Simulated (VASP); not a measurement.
# C3OF2 (P2_1/c) in VASP: single point with PBE+D3(BJ)

Aim: the single point of C3OF2 with PBE+D3(BJ).

Everything below comes from runs of VASP 6.6.1. Logs are shortened: lines on timing, memory, paths and dates and some standing lists are left out, and cuts for length are marked.

## 1. The cell of the first run

The structure is monoclinic, space group P2_1/c (No. 14). The conventional cell has a = 6.521 Å, b = 5.351 Å, c = 8.819 Å, α = 90.00°, β = 106.90°, γ = 90.00°. C (site symmetry 1) has 1 F at 1.32 Å and 2 C at 1.34 to 1.48 Å within 1.8 Å. Within 1.8 Å of C (site symmetry 1) lie 1 F at 1.32 Å and 2 C at 1.34 to 1.48 Å. Within 1.6 Å of C (site symmetry 1) lie 1 O at 1.21 Å and 2 C at 1.48 Å. O (site symmetry 1) has 1 C at 1.21 Å within 1.6 Å. Within 1.8 Å of F (site symmetry 1) lie 1 C at 1.32 Å. F (site symmetry 1) has 1 C at 1.32 Å within 1.8 Å.

## 2. Single point, PBE+D3(BJ)

Contents of INCAR:

```
SYSTEM = C3OF2
PREC = Accurate
ENCUT = 520
EDIFF = 1E-6
ISMEAR = 0
SIGMA = 0.1
LREAL = Auto
LASPH = .TRUE.
NELM = 100
ALGO = Normal
ISIF = 2
LWAVE = .FALSE.
LCHARG = .TRUE.
GGA = PE
IVDW = 12
LELF = .TRUE.
LVHAR = .TRUE.
NBANDS = 82
```

Contents of KPOINTS:

```
regular mesh
0
G
  4 4 2
  0 0 0
```

Contents of POSCAR:

```
C3OF2
1.0
    6.5213000000      0.0000000000      0.0000000000
    0.0000000000      5.3508000000      0.0000000000
   -2.5629972917      0.0000000000      8.4379352239
C O F
12 4 8
Direct
    0.7175800000      0.9641600000      0.0931600000
    0.2824200000      0.4641600000      0.4068400000
    0.2824200000      0.0358400000      0.9068400000
    0.7175800000      0.5358400000      0.5931600000
    0.6713200000      0.1628600000      0.9969700000
    0.3286800000      0.6628600000      0.5030300000
    0.3286800000      0.8371400000      0.0030300000
    0.6713200000      0.3371400000      0.4969700000
    0.5493700000      0.7843700000      0.1022300000
    0.4506300000      0.2843700000      0.3977700000
    0.4506300000      0.2156300000      0.8977700000
    0.5493700000      0.7156300000      0.6022300000
    0.5909500000      0.5994900000      0.1854500000
    0.4090500000      0.0994900000      0.3145500000
    0.4090500000      0.4005100000      0.8145500000
    0.5909500000      0.9005100000      0.6854500000
    0.9139200000      0.9159200000      0.1829400000
    0.0860800000      0.4159200000      0.3170600000
    0.0860800000      0.0840800000      0.8170600000
    0.9139200000      0.5840800000      0.6829400000
    0.8182300000      0.3251400000      0.9839000000
    0.1817700000      0.8251400000      0.5161000000
    0.1817700000      0.6748600000      0.0161000000
    0.8182300000      0.1748600000      0.4839000000
```

Potentials or basis: VASP PAW PBE potentials, release 64 (C, O, F).

Started as:

```console
> cat potpaw_PBE.64/C/POTCAR potpaw_PBE.64/O/POTCAR potpaw_PBE.64/F/POTCAR > POTCAR
> mpirun -np 1 vasp_std > vasp.out
```

OUTCAR:

```text
SYSTEM = C3OF2
   PREC = Accurate
   ENCUT = 520
   EDIFF = 1E-6
   ISMEAR = 0
   LREAL = Auto
   LASPH = .TRUE.
   NELM = 100
   ISIF = 2
   GGA = PE
   IVDW = 12
 IVDW          = 12

 ion  position               nearest neighbor table
   1  0.718  0.964  0.093-  17 1.32   5 1.34   9 1.48
   2  0.282  0.464  0.407-  18 1.32   6 1.34  10 1.48
   3  0.282  0.036  0.907-  19 1.32   7 1.34  11 1.48
   4  0.718  0.536  0.593-  20 1.32   8 1.34  12 1.48
   5  0.671  0.163  0.997-  21 1.32   1 1.34  11 1.48
   6  0.329  0.663  0.503-  22 1.32   2 1.34  12 1.48
   7  0.329  0.837  0.003-  23 1.32   3 1.34   9 1.48
   8  0.671  0.337  0.497-  24 1.32   4 1.34  10 1.48
   9  0.549  0.784  0.102-  13 1.21   7 1.48   1 1.48
  10  0.451  0.284  0.398-  14 1.21   8 1.48   2 1.48
  11  0.451  0.216  0.898-  15 1.21   5 1.48   3 1.48
  12  0.549  0.716  0.602-  16 1.21   6 1.48   4 1.48
  13  0.591  0.599  0.185-   9 1.21
  14  0.409  0.099  0.315-  10 1.21
  15  0.409  0.401  0.815-  11 1.21
  16  0.591  0.901  0.685-  12 1.21
  17  0.914  0.916  0.183-   1 1.32
  18  0.086  0.416  0.317-   2 1.32
  19  0.086  0.084  0.817-   3 1.32
  20  0.914  0.584  0.683-   4 1.32
  21  0.818  0.325  0.984-   5 1.32
  22  0.182  0.825  0.516-   6 1.32
  23  0.182  0.675  0.016-   7 1.32
  24  0.818  0.175  0.484-   8 1.32

  LATTYP: Found a simple monoclinic cell.
 ALAT       =     6.5213000000
 B/A-ratio  =     0.8205112478
 C/A-ratio  =     1.3522763866
 COS(beta)  =    -0.2906353947

  Lattice vectors:

 A1 = (   6.5213000000,   0.0000000000,   0.0000000000)
 A2 = (   0.0000000000,   5.3508000000,   0.0000000000)
 A3 = (  -2.5629972917,   0.0000000000,   8.4379352239)

Analysis of symmetry for initial positions (statically):
=====================================================================
 Subroutine PRICEL returns:
 Original cell was already a primitive cell.

 Routine SETGRP: Setting up the symmetry group for a
 simple monoclinic supercell.

 Subroutine GETGRP returns: Found  4 space group operations
 (whereof  2 operations were pure point group operations)
 out of a pool of  4 trial point group operations.

The static configuration has the point symmetry S_2 .
 The point group associated with its full space group is C_2h.

Analysis of symmetry for dynamics (positions and initial velocities):
=====================================================================
 Subroutine PRICEL returns:
 Original cell was already a primitive cell.

 Routine SETGRP: Setting up the symmetry group for a
[... 150 lines left out ...]
   ISIF   =      2    stress and relaxation
   ISYM   =      2    0-nonsym 1-usesym 2-fastsym
   POTIM  = 0.5000    time-step for ionic-motion
   TEBEG  =    0.0;   TEEND  =   0.0 temperature during run
   PSTRESS=    0.0 pullay stress
   NELECT =     128.0000    total number of electrons
   NUPDOWN=      -1.0000    fix difference up-down
   EMIN   =  10.00;   EMAX   =-10.00  energy-range for DOS
   EFERMI =   0.00;   METHOD = LEGACY
   ISMEAR =     0;   SIGMA  =   0.10  broadening in eV -4-tet -1-fermi 0-gaus
   EFERMI_NEDOS =   21; number of points for ismear=-14 and -15
   IALGO  =     38    algorithm
   IMIX   =      4    mixing-type and parameters
     AMIX     =   0.40;   BMIX     =  1.00
     AMIX_MAG =   1.60;   BMIX_MAG =  1.00
  volume/ion in A,a.u.               =      12.27        82.79
  Fermi-wavevector in a.u.,A,eV,Ry     =   1.240172  2.343585 20.926110  1.538026
  Thomas-Fermi vector in A             =   2.374624
   LORBIT       =      0    0 simple, 1 ext, 2 COOP (PROOUT), +10 PAW based schemes
   GGA     = PE    functional components
   LHFCALC =     F    Hartree Fock is set to
   AEXX    =    0.0000 exact exchange contribution
   IVDW    =    12    specifies the selected vdW correction
   LEPSILON=     F    determine dielectric tensor
   LRPA    =     F    only Hartree local field effects (RPA)
 non-spin polarized calculation
 Gauss-broadening in eV      SIGMA  =   0.10
  energy-cutoff  :      520.00
  volume of cell :      294.43
 maximum number of plane-waves:      7946
 NGX is ok and might be reduce to    50
   NGX = 25   NGY = 19   NGZ = 33

 number of electron     127.9999963 magnetization

 Free energy of the ion-electron system (eV)
  ---------------------------------------------------
  ext. energy  EPLUGINS =         0.00000000
  ---------------------------------------------------
  free energy    TOTEN  =      -161.98095172 eV

  energy without entropy =     -161.98095172  energy(sigma->0) =     -161.98095172

 E-fermi :  -0.1569     XC(G=0):  -8.5230

 val. band max:       -0.6860405448   @ k =   0.5000   0.2500   0.0000
 cond. band min:       1.0405757356   @ k =   0.5000   0.5000   0.5000
 fundamental gap:      1.7266162804
 Fermi energy:        -0.1568733826

 k-point     1 :       0.0000    0.0000    0.0000
  band No.  band energies     occupation
      1     -26.2967      2.00000
      2     -26.2242      2.00000
      3     -26.1922      2.00000
      4     -26.1581      2.00000
      5     -25.8970      2.00000
      6     -25.8737      2.00000
[... 1411 lines left out ...]
     75       8.1687      0.00000
     76       8.1687      0.00000
 [bands above 76 left out]

------------------------ aborting loop because EDIFF is reached ----------------------------------------

 Edisp (eV)   -1.81260

 E8    (eV) :    -0.4709

  FORCE on cell =-STRESS in cart. coord.  units (eV):
  Direction    XX          YY          ZZ          XY          YZ          ZX
  --------------------------------------------------------------------------------------
  -------------------------------------------------------------------------------------
  Total       5.72344     8.17163     4.74473     0.00000     0.00000     2.02335
  in kB      31.14433    44.46623    25.81862     0.00000     0.00000    11.01011
  external pressure =       33.81 kB  Pullay stress =        0.00 kB

 VOLUME and BASIS-vectors are now :
 -----------------------------------------------------------------------------
  energy-cutoff  :      520.00
  volume of cell :      294.43
      direct lattice vectors                 reciprocal lattice vectors
     6.521300000  0.000000000  0.000000000     0.153343658  0.000000000  0.046577672
     0.000000000  5.350800000  0.000000000     0.000000000  0.186887942  0.000000000
    -2.562997292  0.000000000  8.437935224     0.000000000  0.000000000  0.118512405

 POSITION                                       TOTAL-FORCE (eV/Angst)
 -----------------------------------------------------------------------------------
      4.44079      5.15903      0.78608        -0.367323     -0.143633     -0.083072
      0.79902      2.48363      3.43289         0.367323     -0.143633      0.083072
     -0.48248      0.19177      7.65186         0.367323      0.143633      0.083072
      3.15929      2.86717      5.00505        -0.367323      0.143633     -0.083072
      1.82265      0.87143      8.41237        -0.350865      0.002493     -0.178848
      0.85416      3.54683      4.24453         0.350865      0.002493      0.178848
[... 16 lines left out ...]
      1.14411      3.61104      0.13585        -0.503761     -0.396672      0.049744
      4.09569      0.93564      4.08312         0.503761     -0.396672     -0.049744
 -----------------------------------------------------------------------------------
    total drift:                               -0.000000      0.000000      0.000000

  FREE ENERGIE OF THE ION-ELECTRON SYSTEM (eV)
  ---------------------------------------------------
  free  energy   TOTEN  =      -163.7935521651 eV

  energy  without entropy=     -163.7935521651  energy(sigma->0) =     -163.79355217
```

OSZICAR:

```text
N       E                     dE             d eps       ncg     rms          rms(c)
DAV:   1     0.858468358033E+03    0.85847E+03   -0.70508E+04  3000   0.146E+03
DAV:   2    -0.105071645414E+03   -0.96354E+03   -0.93025E+03  3546   0.352E+02
DAV:   3    -0.170140729486E+03   -0.65069E+02   -0.64315E+02  3464   0.963E+01
DAV:   4    -0.171249362423E+03   -0.11086E+01   -0.11049E+01  3520   0.133E+01
DAV:   5    -0.171275791451E+03   -0.26429E-01   -0.26403E-01  3456   0.192E+00    0.224E+01
DAV:   6    -0.163541224246E+03    0.77346E+01   -0.17263E+01  3304   0.174E+01    0.121E+01
DAV:   7    -0.162126559542E+03    0.14147E+01   -0.26751E+00  3456   0.744E+00    0.565E+00
DAV:   8    -0.161987911804E+03    0.13865E+00   -0.14042E+00  3456   0.441E+00    0.162E+00
DAV:   9    -0.161981471947E+03    0.64399E-02   -0.12077E-01  3456   0.158E+00    0.610E-01
DAV:  10    -0.161980482863E+03    0.98908E-03   -0.23749E-02  3408   0.690E-01    0.141E-01
DAV:  11    -0.161980743019E+03   -0.26016E-03   -0.17178E-03  3320   0.184E-01    0.835E-02
DAV:  12    -0.161980964757E+03   -0.22174E-03   -0.72762E-04  3512   0.160E-01    0.491E-02
DAV:  13    -0.161980943519E+03    0.21238E-04   -0.21998E-04  3512   0.856E-02    0.133E-02
DAV:  14    -0.161980950902E+03   -0.73829E-05   -0.43473E-05  3288   0.256E-02    0.616E-03
DAV:  15    -0.161980951716E+03   -0.81427E-06   -0.15332E-06  2184   0.554E-03
   1 F= -.16379355E+03 E0= -.16379355E+03  d E =-.510071E-14
```

stdout:

```text
POSCAR found type information on POSCAR C O F
 POSCAR found :  3 types and      24 ions
 scaLAPACK will be used
 LDA part: xc-table for (Slater+PW92), standard interpolation
 POSCAR, INCAR and KPOINTS ok, starting setup
 FFT: planning ... GRIDC
 FFT: planning ... GRID_SOFT
 FFT: planning ... GRID
 WAVECAR not read
 entering main loop
```

Run time: 9 min. Hardware: 1 thread of Intel Xeon Platinum 8259CL at 2.50GHz (Skylake/Cascade Lake), shared host; peak memory 0.5 GiB.

Results:

| Quantity | Value |
| --- | --- |
| Free energy | -163.7936 eV |
| Pressure | 3.4 GPa |
| Largest force | 1.250 eV/Å |
| Band gap on the k mesh | 1.73 eV (least direct gap 1.73 eV) |
| Dispersion energy per atom | -0.076 eV |

Forces on the atoms (eV/Å):
```
C   -0.367 -0.144 -0.083
C    0.367 -0.144  0.083
C    0.367  0.144  0.083
C   -0.367  0.144 -0.083
C   -0.351  0.002 -0.179
C    0.351  0.002  0.179
C    0.351 -0.002  0.179
C   -0.351 -0.002 -0.179
C    0.023  0.840 -0.568
C   -0.023  0.840  0.568
C   -0.023 -0.840  0.568
C    0.023 -0.840 -0.568
O    0.055 -1.014  0.729
O   -0.055 -1.014 -0.729
O   -0.055  1.014 -0.729
O    0.055  1.014  0.729
F    0.495 -0.147  0.378
F   -0.495 -0.147 -0.378
F   -0.495  0.147 -0.378
F    0.495  0.147  0.378
F    0.504  0.397 -0.050
F   -0.504  0.397  0.050
F   -0.504 -0.397  0.050
F    0.504 -0.397 -0.050
```

Caveat: the cell stands under pressure; forces of over 1 eV/Å act on the atoms, so gaps and moduli don't describe the material at rest.
